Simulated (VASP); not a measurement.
Write the native input for VASP 6.6.1 that does the following.

* Task: relaxation of volume and atoms at fixed shape
* Functional: r2SCAN
* Potentials or basis: VASP PAW PBE potentials, release 64 (Ni)
* Cutoff: 600 eV
* k mesh: 12 × 12 × 12
* Occupations: gaussian, width 0.05 eV
* Spin: collinear spin, ferromagnetic start
* Starting moments: [1.5] μB
* Dipole correction: no
* Further INCAR settings: ALGO = Normal; EDIFF = 1e-07; IBRION = 2; EDIFFG = -0.02; NSW = 80; ISIF = 8

Crystal: Ni.

```
Ni
1.0
     0.00000    1.76194    1.76194
     1.76194    0.00000    1.76194
     1.76194    1.76194    0.00000
Ni
1
Direct
  0.00000 0.00000 0.00000
```

One way to write it, as run:

POSCAR

```
Ni
1.0
    0.0000000000      1.7619350000      1.7619350000
    1.7619350000      0.0000000000      1.7619350000
    1.7619350000      1.7619350000      0.0000000000
Ni
1
Direct
    0.0000000000      0.0000000000      0.0000000000
```

INCAR.step1

```
PREC = Accurate
ENCUT = 600
ISMEAR = 0
SIGMA = 0.05
LREAL = F
LASPH = T
NELM = 150
ISPIN = 2
MAGMOM = 1.5
LMAXMIX = 4
GGA = PE
ALGO = Normal
EDIFF = 1E-4
LWAVE = T
LCHARG = F
```

INCAR.step2

```
PREC = Accurate
ENCUT = 600
EDIFF = 1E-7
ISMEAR = 0
SIGMA = 0.05
LREAL = F
LASPH = T
NELM = 150
ALGO = Normal
ISIF = 8
LWAVE = F
LCHARG = F
ISPIN = 2
MAGMOM = 1.5
LORBIT = 11
LMAXMIX = 4
METAGGA = R2SCAN
LMIXTAU = T
IBRION = 2
NSW = 80
EDIFFG = -0.02
ISTART = 1
```

KPOINTS

```
Automatic mesh
0
Gamma
  12 12 12
```

Potentials or basis: VASP PAW PBE potentials, release 64 (Ni).

The run is started by

```console
$ cat potpaw_PBE.64/Ni/POTCAR > POTCAR
$ cp INCAR.step1 INCAR
$ mpirun -np 1 vasp_std > vasp.out
$ cp INCAR.step2 INCAR
$ mpirun -np 1 vasp_std > vasp.out
```

It gave:

```json
{
  "Relaxed volume": "10.53 Å³/atom",
  "Relaxed cell": "a = 2.460 Å, b = 2.460 Å, c = 2.460 Å, α = 60.00°, β = 60.00°, γ = 60.00°",
  "Space group after relaxing (to 0.1 Å)": "Fm-3m (No. 225)",
  "Energy gained by relaxing": "10.4 meV/atom",
  "Ionic steps": "3",
  "Pressure after relaxing": "-0.1 GPa",
  "Net moment": "0.72 μB per cell",
  "Site moments": "Ni +0.74 μB",
  "Valence electrons inside the program's atomic spheres": "Ni 9.41"
}
```

Caveat: the PAW data sets were made with another functional, which shifts forces and pressure a little.

Run time: 2.9 min on 1 thread of Intel(R) Xeon(R) Platinum 8259CL CPU @ 2.50GHz (Skylake/Cascade Lake), with other jobs on the host, peak memory 0.15 GiB.
